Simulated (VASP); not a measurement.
Wanted: the native input for a VASP 6.6.1 run.

| Quantity | Value |
| --- | --- |
| Task | single point |
| Functional | r2SCAN |
| Potentials or basis | VASP PAW PBE potentials, release 64 (Ir) |
| Cutoff | 520 eV |
| k mesh | 14 × 14 × 14 |
| Occupations | gaussian, width 0.03 eV |
| Spin | no spin polarisation |
| Dipole correction | no |
| Further INCAR settings | ALGO = Normal; EDIFF = 1e-06; NBANDS = 10 |

The system is Ir.

```
CELL_PARAMETERS angstrom
0.00000 1.92285 1.92285
1.92285 0.00000 1.92285
1.92285 1.92285 0.00000
ATOMIC_POSITIONS crystal
Ir 0.00000 0.00000 0.00000
```

One way to write it, as run:

POSCAR

```
Ir
1.0
    0.0000000000      1.9228496764      1.9228496764
    1.9228496764      0.0000000000      1.9228496764
    1.9228496764      1.9228496764      0.0000000000
Ir
1
Direct
    0.0000000000      0.0000000000      0.0000000000
```

INCAR.step1

```
PREC = Accurate
ENCUT = 520
ISMEAR = 0
SIGMA = 0.03
LREAL = F
LASPH = T
NELM = 100
NBANDS = 10
GGA = PE
ALGO = Normal
EDIFF = 1E-4
LWAVE = T
LCHARG = F
```

INCAR.step2

```
PREC = Accurate
ENCUT = 520
EDIFF = 1E-6
ISMEAR = 0
SIGMA = 0.03
LREAL = F
LASPH = T
NELM = 100
ALGO = Normal
ISIF = 2
LWAVE = F
LCHARG = F
METAGGA = R2SCAN
LMIXTAU = T
NBANDS = 10
ISTART = 1
```

KPOINTS

```
Automatic mesh
0
Gamma
  14 14 14
```

Potentials or basis: VASP PAW PBE potentials, release 64 (Ir).

The run is started by

```bash
$ cat potpaw_PBE.64/Ir/POTCAR > POTCAR
$ cp INCAR.step1 INCAR
$ mpirun -np 1 vasp_std > vasp.out
$ cp INCAR.step2 INCAR
$ mpirun -np 1 vasp_std > vasp.out
```

Results of the run:

* Pressure: 2.2 GPa

Caveat: the PAW data sets were made with another functional, which shifts forces and pressure a little.

It took 24 s on 1 thread of Intel(R) Xeon(R) 6975P-C (Granite Rapids), on a shared host, peak memory 0.13 GiB.
